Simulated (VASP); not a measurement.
Ir:

```xyz
1
Lattice="0.0000 1.8955 1.8955 1.8955 0.0000 1.8955 1.8955 1.8955 0.0000" Properties=species:S:1:pos:R:3 pbc="T T T"
Ir    0.0000    0.0000    0.0000
```

* Program: VASP 6.6.1
* Task: relaxation of cell and atoms
* Functional: r2SCAN
* Potentials or basis: VASP PAW PBE potentials, release 64 (Ir)
* Cutoff: 600 eV
* k mesh: 8 × 8 × 8
* Occupations: fermi-dirac, width 0.1 eV
* Spin: no spin polarisation

At the start: pressure 22.6 GPa; volume 13.62 Å³/atom.

**Question.** How do energy, volume and symmetry change on relaxing?

**Answer.** Over 16 steps the energy falls by 49.4 meV/atom and the volume is 14.36 Å³/atom (+5.4 %); space group Fm-3m (No. 225, to 0.05 Å).

Step by step:
```tsv
step	energy change (eV)	largest force (eV/Å)	pressure (GPa)	volume (Å³)
1	0.0000	0.0000	22.60	13.62
2	0.5564	0.0000	-45.41	17.77
3	-0.0488	0.0000	-2.03	14.44
4	-0.0494	0.0000	-0.18	14.37
5	-0.0494	0.0000	0.22	14.35
6	-0.0494	0.0000	0.22	14.35
7	-0.0494	0.0000	0.18	14.35
8	-0.0494	0.0000	0.18	14.35
9	-0.0494	0.0000	0.18	14.35
10	-0.0494	0.0000	0.18	14.35
11	-0.0494	0.0000	0.18	14.35
12	-0.0494	0.0000	0.18	14.36
13	-0.0494	0.0000	0.17	14.36
14	-0.0494	0.0000	0.15	14.36
15	-0.0494	0.0000	0.11	14.36
16	-0.0494	0.0000	0.05	14.36
```

Final structure:
```
Ir
1.0
     0.00000    1.92918    1.92918
     1.92918    0.00000    1.92918
     1.92918    1.92918    0.00000
Ir
1
Direct
  0.00000 0.00000 0.00000
```

Caveat: the PAW data sets were made with another functional, which shifts forces and pressure a little.
